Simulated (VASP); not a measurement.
# ZnO in VASP: further runs, part 2 of 2

VASP 6.6.1. Earlier steps stand in the parts before.

### Step 5. Single point, PBE, collinear spin, ferromagnetic start

The input, INCAR:

```
PREC = Accurate ; ENCUT = 520
EDIFF = 1E-6 ; ISMEAR = 0
SIGMA = 0.1 ; LREAL = F
LASPH = T ; NELM = 150
ALGO = Normal ; ISIF = 2
LWAVE = F ; LCHARG = T
ISPIN = 2 ; MAGMOM = 0 1
LORBIT = 11 ; GGA = PE
LELF = T ; LVHAR = T
NBANDS = 20
```

The input, KPOINTS:

```
regular mesh
0
Gamma
  6 6 6
```

The input, POSCAR:

```
ZnO
1.0
    1.4383389131     -3.3640537818      0.0000000000
    1.4383389131      3.3640537818      0.0000000000
    0.0000000000      0.0000000000      2.8326745806
Zn O
1 1
Direct
    0.0000000000      0.0000000000      0.0000000000
    0.5000000000      0.5000000000      0.5000000000
```

Potentials or basis: VASP PAW PBE potentials, release 64 (Zn, O).

Launch:

```bash
cat potpaw_PBE.64/Zn/POTCAR potpaw_PBE.64/O/POTCAR > POTCAR
mpirun -np 1 vasp_std > vasp.out
```

OUTCAR:

```text
PREC = Accurate
   ENCUT = 520
   EDIFF = 1E-6
   ISMEAR = 0
   LREAL = F
   LASPH = T
   NELM = 150
   ISIF = 2
   ISPIN = 2
   LORBIT = 11
   GGA = PE

 ion  position               nearest neighbor table
   1  0.000  0.000  0.000-   2 2.02   2 2.02   2 2.02   2 2.02
   2  0.500  0.500  0.500-   1 2.02   1 2.02   1 2.02   1 2.02

  LATTYP: Found a base centered orthorhombic cell.
 ALAT       =     2.8766778262
 B/A-ratio  =     2.3388463951
 C/A-ratio  =     0.9847034502

  Lattice vectors:

 A1 = (   1.4383389131,  -3.3640537818,   0.0000000000)
 A2 = (   1.4383389131,   3.3640537818,   0.0000000000)
 A3 = (   0.0000000000,   0.0000000000,   2.8326745806)

Analysis of symmetry for initial positions (statically):
=====================================================================
 Subroutine PRICEL returns:
 Original cell was already a primitive cell.

 Routine SETGRP: Setting up the symmetry group for a
 base centered orthorhombic supercell.

 Subroutine GETGRP returns: Found  8 space group operations
 (whereof  8 operations were pure point group operations)
 out of a pool of  8 trial point group operations.

The static configuration has the point symmetry D_2h.

Analysis of symmetry for dynamics (positions and initial velocities):
=====================================================================
 Subroutine PRICEL returns:
 Original cell was already a primitive cell.

 Routine SETGRP: Setting up the symmetry group for a
 base centered orthorhombic supercell.

 Subroutine GETGRP returns: Found  8 space group operations
 (whereof  8 operations were pure point group operations)
 out of a pool of  8 trial point group operations.

The dynamic configuration has the point symmetry D_2h.

Analysis of structural, dynamic, and magnetic symmetry:
=====================================================================
[... 142 lines left out ...]
 Gauss-broadening in eV      SIGMA  =   0.10
  energy-cutoff  :      520.00
  volume of cell :       27.41
 maximum number of plane-waves:       756
   NGX = 13   NGY = 13   NGZ = 11

 number of electron      18.0000004 magnetization       0.0001814

 number of electron      18.0000004 magnetization      -0.0000679

 Free energy of the ion-electron system (eV)
  ---------------------------------------------------
  ext. energy  EPLUGINS =         0.00000000
  ---------------------------------------------------
  free energy    TOTEN  =        -8.18523073 eV

  energy without entropy =       -8.18403642  energy(sigma->0) =       -8.18463358

 E-fermi :   1.2683     XC(G=0): -10.0856

 val. band max:        1.1844357309   @ k =   0.0000   0.0000   0.5000
 cond. band min:       1.6955469885   @ k =  -0.1667   0.1667   0.0000
 fundamental gap:      0.5111112576
 Fermi energy:         1.2682746875

 spin component 1

 k-point     1 :       0.0000    0.0000    0.0000
  band No.  band energies     occupation
      1     -17.4277      1.00000
      2      -4.9621      1.00000
      3      -4.8209      1.00000
      4      -4.5166      1.00000
      5      -4.4493      1.00000
      6      -4.2452      1.00000
[... 541 lines left out ...]
     19      27.2896      0.00000
     20      28.3135      0.00000

 [... further k-points ...]

 spin component 2

 k-point     1 :       0.0000    0.0000    0.0000
  band No.  band energies     occupation
      1     -17.4277      1.00000
      2      -4.9621      1.00000
      3      -4.8209      1.00000
      4      -4.5165      1.00000
      5      -4.4492      1.00000
      6      -4.2453      1.00000
[... 541 lines left out ...]
     19      27.2896      0.00000
     20      28.3135      0.00000

 [... further k-points ...]
[... 5 lines left out ...]
  --------------------------------------------------------------------------------------
  -------------------------------------------------------------------------------------
  Total        0.1856636      0.0292980      0.2550593      0.0000000      0.0000000      0.0000000
  in kB       10.8514172      1.7123722     14.9073661      0.0000000      0.0000000      0.0000000
  external PRESSURE =       9.1570519 kB  Pullay stress =       0.0000000 kB

 VOLUME and BASIS-vectors are now :
 -----------------------------------------------------------------------------
  energy-cutoff  :      520.00
  volume of cell :       27.41
      direct lattice vectors                 reciprocal lattice vectors
     1.438338913 -3.364053782  0.000000000     0.347623217 -0.148630204  0.000000000
     1.438338913  3.364053782  0.000000000     0.347623217  0.148630204  0.000000000
     0.000000000  0.000000000  2.832674581     0.000000000  0.000000000  0.353023255

 POSITION                                       TOTAL-FORCE (eV/Angst)
 -----------------------------------------------------------------------------------
      0.00000      0.00000      0.00000         0.000000      0.000000      0.000000
      1.43834      0.00000      1.41634        -0.000000     -0.000000      0.000000
 -----------------------------------------------------------------------------------
    total drift:                                0.000000      0.000000      0.000000

  FREE ENERGIE OF THE ION-ELECTRON SYSTEM (eV)
  ---------------------------------------------------
  free  energy   TOTEN  =        -8.1852307296 eV

  energy  without entropy=       -8.1840364213  energy(sigma->0) =       -8.18463358

 total charge

# of ion       s       p       d       tot
------------------------------------------
    1        0.445   0.398   9.884  10.728
    2        1.561   3.423   0.000   4.984
--------------------------------------------------
tot          2.006   3.821   9.884  15.712

 magnetization (x)

# of ion       s       p       d       tot
------------------------------------------
    1       -0.000  -0.000   0.000  -0.000
    2       -0.000  -0.000   0.000  -0.000
--------------------------------------------------
tot         -0.000  -0.000   0.000  -0.000
```

OSZICAR:

```text
N       E                     dE             d eps       ncg     rms          rms(c)
DAV:   1     0.117690437873E+03    0.11769E+03   -0.86140E+03  4384   0.121E+03
DAV:   2    -0.570365853159E+00   -0.11826E+03   -0.10313E+03  4240   0.277E+02
DAV:   3    -0.972687381229E+01   -0.91565E+01   -0.90509E+01  4784   0.730E+01
DAV:   4    -0.980762986485E+01   -0.80756E-01   -0.80719E-01  4744   0.689E+00
DAV:   5    -0.980783548603E+01   -0.20562E-03   -0.20562E-03  4624   0.344E-01    0.118E+01
DAV:   6    -0.820129037744E+01    0.16065E+01   -0.22875E+00  6164   0.441E+01    0.674E+00
DAV:   7    -0.821575047488E+01   -0.14460E-01   -0.74059E-01  4684   0.917E+00    0.379E+00
DAV:   8    -0.818584298879E+01    0.29907E-01   -0.11412E-01  4568   0.274E+00    0.973E-01
DAV:   9    -0.818494532476E+01    0.89766E-03   -0.10016E-02  5416   0.126E+00    0.279E-01
DAV:  10    -0.818504504322E+01   -0.99718E-04   -0.18656E-03  4668   0.317E-01    0.936E-02
DAV:  11    -0.818515553006E+01   -0.11049E-03   -0.95983E-05  4608   0.906E-02    0.435E-02
DAV:  12    -0.818522898519E+01   -0.73455E-04   -0.45791E-05  4532   0.469E-02    0.164E-02
DAV:  13    -0.818523074371E+01   -0.17585E-05   -0.22196E-06  4612   0.145E-02    0.629E-03
DAV:  14    -0.818523072963E+01    0.14079E-07   -0.67626E-07  3500   0.654E-03
   1 F= -.81852307E+01 E0= -.81846336E+01  d E =-.119431E-02  mag=    -0.0000
```

It took 98 s on 1 thread of Intel Xeon 8259CL, shared host; peak memory 0.19 GiB.

What came out:

- Free energy: -8.1852 eV
- Pressure: 0.9 GPa
- Band gap on the k mesh: zero (filled and empty bands overlap)
- Net moment: 0.00 μB per cell
- Valence electrons inside the program's atomic spheres: Zn 10.73; O 4.98

Stress tensor (GPa, compression positive):
```
1.09 0.00 0.00
0.00 0.17 0.00
0.00 0.00 1.49
```

Levels at points of the mesh, in eV from the Fermi level:
Spin up:
| k point | band 6 | band 7 | band 8 | band 9 | band 10 | band 11 | band 12 | band 13 |
| --- | --- | --- | --- | --- | --- | --- | --- | --- |
| (0.00, 0.00, 0.00) | -5.51 | -2.66 | -2.65 | -2.57 | -0.31 | 10.13 | 10.72 | 14.07 |
| (0.50, 0.00, 0.00) | -5.70 | -4.47 | -1.70 | -0.09 | 3.77 | 6.46 | 8.79 | 13.46 |
| (0.50, 0.50, 0.00) | -5.52 | -4.74 | -2.76 | -2.49 | 2.59 | 4.49 | 13.99 | 16.18 |
| (0.00, 0.00, 0.50) | -5.74 | -4.55 | -1.34 | -0.08 | 5.48 | 5.61 | 9.45 | 13.53 |
| (0.50, 0.00, 0.50) | -5.27 | -5.21 | -4.77 | -1.84 | 3.15 | 7.72 | 10.89 | 11.39 |
| (0.50, 0.50, 0.50) | -5.60 | -4.10 | -2.04 | -0.12 | 2.55 | 8.19 | 8.62 | 10.55 |
Spin down:
| k point | band 7 | band 8 | band 9 | band 10 | band 11 | band 12 |
| --- | --- | --- | --- | --- | --- | --- |
| (0.00, 0.00, 0.00) | -2.66 | -2.65 | -2.57 | -0.31 | 10.13 | 10.72 |
| (0.50, 0.00, 0.00) | -4.47 | -1.70 | -0.09 | 3.77 | 6.46 | 8.79 |
| (0.50, 0.50, 0.00) | -4.74 | -2.76 | -2.49 | 2.59 | 4.49 | 13.99 |
| (0.00, 0.00, 0.50) | -4.55 | -1.34 | -0.08 | 5.48 | 5.61 | 9.45 |
| (0.50, 0.00, 0.50) | -5.21 | -4.77 | -1.84 | 3.15 | 7.72 | 10.89 |
| (0.50, 0.50, 0.50) | -4.10 | -2.04 | -0.12 | 2.55 | 8.19 | 8.62 |

Caveat: the k points lie up to 0.40 Å⁻¹ apart; semilocal functionals underestimate gaps, so a narrow gap can read as zero.

### Step 6. Single point, PBE

This run uses another cell than the first one, of 14.35 Å³/atom.

The input, INCAR:

```
PREC = Accurate
ENCUT = 520
EDIFF = 1E-6
ISMEAR = 0
SIGMA = 0.1
LREAL = F
LASPH = T
NELM = 100
ALGO = Normal
ISIF = 2
LWAVE = F
LCHARG = F
GGA = PE
NBANDS = 16
```

The input, KPOINTS:

```
Automatic mesh
0
Gamma
  20 20 20
```

The input, POSCAR:

```
ZnO
1.0
    1.4332258700     -3.5270793391      0.0000000000
    1.4332258700      3.5270793391      0.0000000000
    0.0000000000      0.0000000000      2.8384901017
Zn O
1 1
Direct
    0.0000000000      0.0000000000      0.0000000000
    0.5000000000      0.5000000000      0.5000000000
```

Potentials or basis: VASP PAW PBE potentials, release 64 (Zn, O).

Launch:

```bash
cat potpaw_PBE.64/Zn/POTCAR potpaw_PBE.64/O/POTCAR > POTCAR
mpirun -np 1 vasp_std > vasp.out
```

Run time: 11 min. Hardware: 1 thread of Intel Xeon 8259CL, shared host; peak memory 0.61 GiB.

Results (log left out):

| Quantity | Value |
| --- | --- |
| Free energy | -8.1877 eV |
| Pressure | 0.8 GPa |
| Band gap on the k mesh | zero (bands 9 and 10 overlap by 0.18 eV) |

Stress tensor (GPa, compression positive):
```
 1.30  0.00  0.00
 0.00 -0.11  0.00
 0.00  0.00  1.28
```

Levels at points of the mesh, in eV from the Fermi level:
| k point | band 7 | band 8 | band 9 | band 10 | band 11 | band 12 |
| --- | --- | --- | --- | --- | --- | --- |
| (0.00, 0.00, 0.00) | -2.83 | -2.63 | -2.58 | -0.24 | 9.54 | 9.98 |
| (0.50, 0.00, 0.00) | -4.42 | -1.69 | -0.07 | 3.85 | 6.41 | 8.46 |
| (0.50, 0.50, 0.00) | -4.58 | -2.69 | -2.52 | 2.38 | 4.31 | 14.04 |
| (0.00, 0.00, 0.50) | -4.51 | -1.40 | -0.06 | 5.47 | 5.63 | 8.61 |
| (0.50, 0.00, 0.50) | -5.18 | -4.74 | -1.82 | 3.21 | 7.79 | 10.81 |
| (0.50, 0.50, 0.50) | -4.16 | -1.96 | -0.08 | 2.72 | 8.15 | 8.38 |

Caveat: semilocal functionals underestimate gaps, so a narrow gap can read as zero.

### Step 7. Overview

| task | spin | cell | k mesh | cutoff (eV) | gap on the mesh (eV) | pressure (GPa) |
| --- | --- | --- | --- | --- | --- | --- |
| single point | off | a = 3.659, b = 3.659, c = 2.833 Å, angles 90.0, 90.0, 133.7°, 2 atoms, atomic positions A | 6 × 6 × 6 | 520 | none | 0.9 |
| relaxation of cell and atoms | off | relaxed from a = 3.659, b = 3.659, c = 2.833 Å, angles 90.0, 90.0, 133.7°, 2 atoms, atomic positions A | 6 × 6 × 6 | 600 | none | 0.0 |
| single point | off | a = 2.877, b = 2.833, c = 6.728 Å, 4 atoms, atomic positions B | 4 × 8 × 4 | 520 | none | 1.0 |
| single point | collinear, ferromagnetic start | a = 3.659, b = 3.659, c = 2.833 Å, angles 90.0, 90.0, 133.7°, 2 atoms, atomic positions A | 6 × 6 × 6 | 520 | none | 0.9 |
| single point | off | a = 3.807, b = 3.807, c = 2.838 Å, angles 90.0, 90.0, 135.8°, 2 atoms, atomic positions A | 20 × 20 × 20 | 520 | none | 0.8 |

Alike in all rows: level PBE; potentials or basis VASP PAW PBE potentials, release 64 (Zn, O); smearing gaussian 0.1 eV.

Caveats: some runs use coarse meshes; semilocal functionals underestimate gaps, so a narrow gap can read as zero.

Total energies depend on the potentials used, so only differences within one code and one set of settings carry meaning.
